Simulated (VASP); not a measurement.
Set up this calculation in VASP 6.6.1, as the native input.

| Item | Value |
| --- | --- |
| Task | single point |
| Functional | PBE |
| Potentials or basis | VASP PAW PBE potentials, release 64 (Li_sv, Pr_3, N), 4f in core |
| Cutoff | 750 eV |
| k mesh | 4 × 4 × 4 |
| Occupations | gaussian, width 0.2 eV |
| Spin | no spin polarisation |
| Dipole correction | no |
| Further INCAR settings | ALGO = Normal; EDIFF = 1e-06; NBANDS = 32 |

The structure of LiPr3N2 lies in POSCAR:

```
LiPr3N2
1.0
    6.8833957620     -0.0000000037      0.0000000000
   -3.4416978778      5.9611955961      0.0000000000
    0.0000000000      0.0000000000      3.3428205832
Li Pr N
1 3 2
Direct
    0.0000000000      0.0000000000      0.0000000000
    0.5000000000      0.0000000000      0.0000000000
    0.0000000000      0.5000000000      0.0000000000
    0.5000000000      0.5000000000      0.0000000000
    0.3333333333      0.6666666667      0.5000554266
    0.6666666667      0.3333333333      0.4999445734
```

The cell was generated, and may not be a known phase.

One way to write it, as run:

INCAR

```
PREC     = Accurate       # precision mode
ENCUT    = 750            # plane-wave cutoff, eV
EDIFF    = 1E-6           # SCF threshold, eV
ISMEAR   = 0              # smearing method
SIGMA    = 0.2            # smearing width, eV
LREAL    = F              # projectors in reciprocal space
LASPH    = T              # aspherical terms in the spheres
NELM     = 200            # most SCF steps
ALGO     = Normal         # electronic algorithm
ISIF     = 2              # what is computed and relaxed
LWAVE    = F              # write WAVECAR
LCHARG   = F              # write CHGCAR
GGA      = PE             # functional
NBANDS   = 32             # bands
GGA_COMPAT= F            
LMAXMIX  = 6              # l up to which the mixer works
```

KPOINTS

```
Automatic mesh
0
Gamma
  4 4 4
```

Potentials or basis: VASP PAW PBE potentials, release 64 (Li_sv, Pr_3, N), 4f in core.

Run with:

```sh
$ cat potpaw_PBE.64/Li_sv/POTCAR potpaw_PBE.64/Pr_3/POTCAR potpaw_PBE.64/N/POTCAR > POTCAR
$ mpirun -np 1 vasp_std > vasp.out
```

It gave:

```
Pressure               : 0.0 GPa
Band gap on the k mesh : zero (bands 23 and 24 overlap by 0.97 eV)
```

Caveat: the k points lie up to 0.47 Å⁻¹ apart, too coarse for converged energies and pressures of a metal; spin-orbit coupling is left out, which moves the levels of the heavy elements; the 4f electrons are frozen in the core, so they carry no moment and show no levels; the run has no spin polarisation, though such a crystal can be magnetic.

Wall time 86 s on 1 thread of Intel(R) Xeon(R) 6975P-C (Granite Rapids), with other jobs on the host, peak memory 0.4 GiB.
